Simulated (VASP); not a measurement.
# Au (I4/mmm) in VASP: further runs

The runs below take Au through single point, with PBE.

All numbers are computed with VASP 6.6.1; they aren't measurements. Logs are shortened: lines on timing, memory, paths and dates and some standing lists are left out, and cuts for length are marked.

## Step 1: The cell of the first run

The structure is tetragonal, space group I4/mmm (No. 139). The conventional cell has a = 3.143 Å, b = 3.143 Å, c = 3.467 Å, α = 90.00°, β = 90.00°, γ = 90.00°. Au (site symmetry 4/mmm) has 14 Au at 2.82 to 3.47 Å within 3.7 Å.

## Step 2: Single point, PBE

Contents of INCAR:

```
PREC = Accurate
ENCUT = 520
EDIFF = 1E-7
ISMEAR = 0
SIGMA = 0.15
LREAL = F
LASPH = T
NELM = 100
ALGO = Fast
ISIF = 2
LWAVE = F
LCHARG = F
GGA = PE
NBANDS = 12
```

Contents of KPOINTS:

```
regular mesh
0
Gamma
  22 22 22
```

Contents of POSCAR:

```
Au
1.0
    0.0000000000      2.2221222584      1.7332553616
    2.2221222584      0.0000000000      1.7332553616
    2.2221222584      2.2221222584      0.0000000000
Au
1
Direct
    0.0000000000      0.0000000000      0.0000000000
```

Potentials or basis: VASP PAW PBE potentials, release 64 (Au).

On the command line:

```console
$ cat potpaw_PBE.64/Au/POTCAR > POTCAR
$ mpirun -np 1 vasp_std > vasp.out
```

OUTCAR:

```text
PREC = Accurate
   ENCUT = 520
   EDIFF = 1E-7
   ISMEAR = 0
   LREAL = F
   LASPH = T
   NELM = 100
   ISIF = 2
   GGA = PE

 ion  position               nearest neighbor table
   1  0.000  0.000  0.000-

  LATTYP: Found a body centered tetragonal cell.
 ALAT       =     3.1425554351
 C/A-ratio  =     1.1030865787

  Lattice vectors:

 A1 = (   0.0000000000,  -2.2221222584,  -1.7332553616)
 A2 = (   0.0000000000,   2.2221222584,  -1.7332553616)
 A3 = (   2.2221222584,   0.0000000000,   1.7332553616)

Analysis of symmetry for initial positions (statically):
=====================================================================
 Subroutine PRICEL returns:
 Original cell was already a primitive cell.

 Routine SETGRP: Setting up the symmetry group for a
 body centered tetragonal supercell.

 Subroutine GETGRP returns: Found 16 space group operations
 (whereof 16 operations were pure point group operations)
 out of a pool of 16 trial point group operations.

The static configuration has the point symmetry D_4h.

Analysis of symmetry for dynamics (positions and initial velocities):
=====================================================================
 Subroutine PRICEL returns:
 Original cell was already a primitive cell.

 Routine SETGRP: Setting up the symmetry group for a
 body centered tetragonal supercell.

 Subroutine GETGRP returns: Found 16 space group operations
 (whereof 16 operations were pure point group operations)
 out of a pool of 16 trial point group operations.

The dynamic configuration has the point symmetry D_4h.

 Subroutine INISYM returns: Found 16 space group operations
 (whereof 16 operations are pure point group operations),
 and found     1 'primitive' translations

----------------------------------------------------------------------------------------

                                     Primitive cell

  volume of cell :      17.1170

  direct lattice vectors                    reciprocal lattice vectors
     0.000000000  2.222122258  1.733255362    -0.225010122  0.225010122  0.288474515
     2.222122258  0.000000000  1.733255362     0.225010122 -0.225010122  0.288474515
     2.222122258  2.222122258  0.000000000     0.225010122  0.225010122 -0.288474515

  length of vectors
     2.818155688  2.818155688  3.142555435     0.429507457  0.429507457  0.429507457

  position of ions in fractional coordinates (direct lattice)
     0.000000000  0.000000000  0.000000000

  ion indices of the primitive-cell ions
   primitive index   ion index
                 1           1

----------------------------------------------------------------------------------------

 KPOINTS: regular mesh

Automatic generation of k-mesh.
 Grid dimensions read from file:
 generate k-points for:   22   22   22

 Generating k-lattice:

  Cartesian coordinates                     Fractional coordinates (reciprocal lattice)
    -0.010227733  0.010227733  0.013112478     0.045454545  0.000000000  0.000000000
     0.010227733 -0.010227733  0.013112478     0.000000000  0.045454545  0.000000000
     0.010227733  0.010227733 -0.013112478    -0.000000000 -0.000000000  0.045454545

  Length of vectors
     0.019523066  0.019523066  0.019523066

  Shift w.r.t. Gamma in fractional coordinates (k-lattice)
     0.000000000  0.000000000  0.000000000

 Subroutine IBZKPT returns following result:
 ===========================================

 Found    834 irreducible k-points:

 Following reciprocal coordinates:
            Coordinates               Weight
  0.000000  0.000000  0.000000      1.000000
  0.045455  0.000000  0.000000      8.000000
  0.090909  0.000000  0.000000      8.000000
  0.136364  0.000000  0.000000      8.000000
  0.181818  0.000000  0.000000      8.000000
  0.227273  0.000000  0.000000      8.000000
[... 16 lines left out ...]
  0.500000  0.045455  0.000000      8.000000
 -0.454545  0.045455  0.000000      8.000000
 [... further k-points ...]
   k-points           NKPTS =    834   k-points in BZ     NKDIM =    834   number of bands    NBANDS=     12
   number of dos      NEDOS =    301   number of ions     NIONS =      1
   total plane-waves  NPLWV =  13824
   dimension x,y,z NGX =    24 NGY =   24 NGZ =   24
   dimension x,y,z NGXF=    48 NGYF=   48 NGZF=   48
   ions per type =               1
   NGX,Y,Z   is equivalent  to a cutoff of  14.16, 14.16, 12.70 a.u.
   NGXF,Y,Z  is equivalent  to a cutoff of  28.32, 28.32, 25.39 a.u.
 SYSTEM =  unknown system
   PREC   = accura    normal or accurate (medium, high low for compatibility)
   ISTART =      0    job   : 0-new  1-cont  2-samecut
   ICHARG =      2    charge: 1-file 2-atom 10-const
   ISPIN  =      1    spin polarized calculation?
   LNONCOLLINEAR =      F non collinear calculations
   LSORBIT =      F    spin-orbit coupling
   LASPH  =      T    aspherical Exc in radial PAW
   ENCUT  =  520.0 eV  38.22 Ry    6.18 a.u.   5.24  5.24  5.84*2*pi/ulx,y,z
   NELM   =    100;   NELMIN=  2; NELMDL= -5     # of ELM steps
   EDIFF  = 0.1E-06   stopping-criterion for ELM
   LREAL  =      F    real-space projection
   EDIFFG = 0.1E-05   stopping-criterion for IOM
   NSW    =      0    number of steps for IOM
   IBRION =     -1    ionic relax: 0-MD 1-quasi-New 2-CG
   NFREE  =      0    steps in history (QN), initial steepest desc. (CG)
   ISIF   =      2    stress and relaxation
   ISYM   =      2    0-nonsym 1-usesym 2-fastsym
   POTIM  = 0.5000    time-step for ionic-motion
   TEBEG  =    0.0;   TEEND  =   0.0 temperature during run
   PSTRESS=    0.0 pullay stress
   NELECT =      11.0000    total number of electrons
   NUPDOWN=      -1.0000    fix difference up-down
   EMIN   =  10.00;   EMAX   =-10.00  energy-range for DOS
   EFERMI =   0.00;   METHOD = LEGACY
   ISMEAR =     0;   SIGMA  =   0.15  broadening in eV -4-tet -1-fermi 0-gaus
   EFERMI_NEDOS =   21; number of points for ismear=-14 and -15
   IALGO  =     68    algorithm
   IMIX   =      4    mixing-type and parameters
     AMIX     =   0.40;   BMIX     =  1.00
     AMIX_MAG =   1.60;   BMIX_MAG =  1.00
  volume/ion in A,a.u.               =      17.12       115.51
  Fermi-wavevector in a.u.,A,eV,Ry     =   1.412742  2.669696 27.155058  1.995840
  Thomas-Fermi vector in A             =   2.534459
   LORBIT       =      0    0 simple, 1 ext, 2 COOP (PROOUT), +10 PAW based schemes
   GGA     = PE    functional components
   LHFCALC =     F    Hartree Fock is set to
   AEXX    =    0.0000 exact exchange contribution
   IVDW    =     0    specifies the selected vdW correction
   LEPSILON=     F    determine dielectric tensor
   LRPA    =     F    only Hartree local field effects (RPA)
 non-spin polarized calculation
 RMM-DIIS sequential band-by-band and
 Gauss-broadening in eV      SIGMA  =   0.15
  energy-cutoff  :      520.00
  volume of cell :       17.12
 maximum number of plane-waves:       480
 NGX is ok and might be reduce to    24

 number of electron      11.0000000 magnetization

 Free energy of the ion-electron system (eV)
  ---------------------------------------------------
  ext. energy  EPLUGINS =         0.00000000
  ---------------------------------------------------
  free energy    TOTEN  =        -3.18409496 eV

  energy without entropy =       -3.18128024  energy(sigma->0) =       -3.18268760

 E-fermi :   9.4508     XC(G=0): -12.6924

 val. band max:        9.4294333481   @ k =  -0.3636   0.1818   0.0909
 cond. band min:       9.4562817102   @ k =   0.4545   0.3182   0.1364
 fundamental gap:      0.0268483621
 Fermi energy:         9.4508002520

 k-point     1 :       0.0000    0.0000    0.0000
  band No.  band energies     occupation
      1      -0.3992      2.00000
      2       4.4144      2.00000
      3       4.4144      2.00000
      4       5.0024      2.00000
      5       6.0541      2.00000
      6       6.7237      2.00000
      7      24.9371      0.00000
      8      26.4894      0.00000
      9      26.4894      0.00000
     10      31.5960      0.00000
     11      33.8936      0.00000
     12      34.8592      0.00000

 k-point     2 :       0.0455    0.0000    0.0000
  band No.  band energies     occupation
      1      -0.3249      2.00000
      2       4.4186      2.00000
      3       4.4332      2.00000
      4       5.0125      2.00000
      5       6.0392      2.00000
      6       6.7082      2.00000
      7      24.9926      0.00000
      8      26.4337      0.00000
      9      26.5830      0.00000
     10      30.9584      0.00000
     11      33.4679      0.00000
     12      34.6631      0.00000

 k-point     3 :       0.0909    0.0000    0.0000
  band No.  band energies     occupation
      1      -0.1061      2.00000
      2       4.4293      2.00000
      3       4.4627      2.00000
      4       5.0701      2.00000
      5       5.9991      2.00000
      6       6.6683      2.00000
      7      25.1037      0.00000
      8      26.1576      0.00000
      9      26.8582      0.00000
     10      30.0656      0.00000
     11      32.0161      0.00000
     12      33.7015      0.00000
[... 286 lines left out ...]
 k-point    23 :       0.5000    0.0455    0.0000
  band No.  band energies     occupation
      1       2.2224      2.00000
      2       3.7927      2.00000
      3       5.7933      2.00000
      4       6.5379      2.00000
      5       7.9112      2.00000
      6       8.9520      2.00000
      7      12.7323      0.00000
      8      22.3759      0.00000
      9      23.9218      0.00000
     10      30.6310      0.00000
     11      32.2988      0.00000
     12      32.4003      0.00000

 k-point    24 :      -0.4545    0.0455    0.0000
  band No.  band energies     occupation
      1       2.2261      2.00000
      2       3.8058      2.00000
      3       5.7391      2.00000
      4       6.6067      2.00000
      5       7.8149      2.00000
      6       8.5251      2.00000
      7      13.2582      0.00000
      8      22.4459      0.00000
      9      24.1407      0.00000
     10      30.4529      0.00000
     11      32.2104      0.00000
     12      32.3122      0.00000

 [... further k-points ...]

------------------------ aborting loop because EDIFF is reached ----------------------------------------

  FORCE on cell =-STRESS in cart. coord.  units (eV):
  Direction    XX          YY          ZZ          XY          YZ          ZX
  --------------------------------------------------------------------------------------
  -------------------------------------------------------------------------------------
  Total        0.8168846      0.8168846      0.9055503      0.0000000      0.0000000      0.0000000
  in kB       76.4615043     76.4615043     84.7607396      0.0000000      0.0000000      0.0000000
  external PRESSURE =      79.2279160 kB  Pullay stress =       0.0000000 kB

 VOLUME and BASIS-vectors are now :
 -----------------------------------------------------------------------------
  energy-cutoff  :      520.00
  volume of cell :       17.12
      direct lattice vectors                 reciprocal lattice vectors
     0.000000000  2.222122258  1.733255362    -0.225010122  0.225010122  0.288474515
     2.222122258  0.000000000  1.733255362     0.225010122 -0.225010122  0.288474515
     2.222122258  2.222122258  0.000000000     0.225010122  0.225010122 -0.288474515

 POSITION                                       TOTAL-FORCE (eV/Angst)
 -----------------------------------------------------------------------------------
      0.00000      0.00000      0.00000         0.000000      0.000000      0.000000
 -----------------------------------------------------------------------------------
    total drift:                                0.000000      0.000000      0.000000

  FREE ENERGIE OF THE ION-ELECTRON SYSTEM (eV)
  ---------------------------------------------------
  free  energy   TOTEN  =        -3.1840949650 eV

  energy  without entropy=       -3.1812802407  energy(sigma->0) =       -3.18268760
```

Run time: 84 s. Hardware: 1 thread of Intel Xeon 6975P-C (Granite Rapids), shared host; peak memory 0.28 GiB.

What came out:

* Free energy: -3.1841 eV
* Pressure: 7.9 GPa
* Band gap on the k mesh: zero (an odd number of electrons rules out a gap without spin polarisation)

Caveat: the cell stands under pressure; spin-orbit coupling is left out, which moves the levels of the heavy elements.

## Step 3: Single point, PBE

This run uses another cell than the first one, of the same volume but with other edges.

Contents of INCAR:

```
SYSTEM = Au
PREC = Accurate
ENCUT = 520
EDIFF = 1E-6
ISMEAR = 0
SIGMA = 0.15
LREAL = .False.
LASPH = .True.
NELM = 80
ALGO = Fast
ISIF = 2
LWAVE = .False.
LCHARG = .False.
GGA = PE
NBANDS = 12
```

Contents of KPOINTS:

```
Automatic mesh
0
Gamma
  22 22 22
  0 0 0
```

Contents of POSCAR:

```
Au
1.0
    0.0000000000      1.8742104990      2.4364736487
    1.8742104990      0.0000000000      2.4364736487
    1.8742104990      1.8742104990      0.0000000000
Au
1
Direct
    0.0000000000      0.0000000000      0.0000000000
```

Potentials or basis: VASP PAW PBE potentials, release 64 (Au).

On the command line:

```console
$ cat potpaw_PBE.64/Au/POTCAR > POTCAR
$ mpirun -np 1 vasp_std > vasp.out
```

OUTCAR:

```text
SYSTEM = Au
   PREC = Accurate
   ENCUT = 520
   EDIFF = 1E-6
   ISMEAR = 0
   LREAL = .False.
   LASPH = .True.
   NELM = 80
   ISIF = 2
   GGA = PE

 ion  position               nearest neighbor table
   1  0.000  0.000  0.000-

  LATTYP: Found a body centered tetragonal cell.
 ALAT       =     2.6505339064
 C/A-ratio  =     1.8384776311

  Lattice vectors:

 A1 = (  -1.8742104990,   0.0000000000,   2.4364736487)
 A2 = (   1.8742104990,   0.0000000000,   2.4364736487)
 A3 = (   0.0000000000,   1.8742104990,  -2.4364736487)
[... 540 lines left out ...]

 [... further k-points ...]

------------------------ aborting loop because EDIFF is reached ----------------------------------------

  FORCE on cell =-STRESS in cart. coord.  units (eV):
  Direction    XX          YY          ZZ          XY          YZ          ZX
  --------------------------------------------------------------------------------------
  -------------------------------------------------------------------------------------
  Total        2.4011417      2.4011417     -0.1285679      0.0000000     -0.0000000     -0.0000000
  in kB      224.7501158    224.7501158    -12.0341291      0.0000000     -0.0000000     -0.0000000
  external PRESSURE =     145.8220341 kB  Pullay stress =       0.0000000 kB

 VOLUME and BASIS-vectors are now :
 -----------------------------------------------------------------------------
  energy-cutoff  :      520.00
  volume of cell :       17.12
      direct lattice vectors                 reciprocal lattice vectors
     0.000000000  1.874210499  2.436473649    -0.266778999  0.266778999  0.205214614
     1.874210499  0.000000000  2.436473649     0.266778999 -0.266778999  0.205214614
     1.874210499  1.874210499  0.000000000     0.266778999  0.266778999 -0.205214614

 POSITION                                       TOTAL-FORCE (eV/Angst)
 -----------------------------------------------------------------------------------
      0.00000      0.00000      0.00000         0.000000      0.000000      0.000000
 -----------------------------------------------------------------------------------
    total drift:                                0.000000      0.000000     -0.000000

  FREE ENERGIE OF THE ION-ELECTRON SYSTEM (eV)
  ---------------------------------------------------
  free  energy   TOTEN  =        -3.0373012987 eV

  energy  without entropy=       -3.0338474900  energy(sigma->0) =       -3.03557439
```

Run time: 58 s. Hardware: 1 thread of Intel Xeon 6975P-C (Granite Rapids), shared host; peak memory 0.27 GiB.

What came out:

| Quantity | Value |
| --- | --- |
| Free energy | -3.0373 eV |
| Pressure | 14.6 GPa |
| Band gap on the k mesh | zero (an odd number of electrons rules out a gap without spin polarisation) |

Stress tensor (GPa, compression positive):
```
22.48  0.00  0.00
 0.00 22.48  0.00
 0.00  0.00 -1.20
```

Caveat: the stress differs along the axes, from -1 to 22 GPa; spin-orbit coupling is left out, which moves the levels of the heavy elements.

The gap in the log of VASP goes by the Fermi energy; the results here count the filled bands.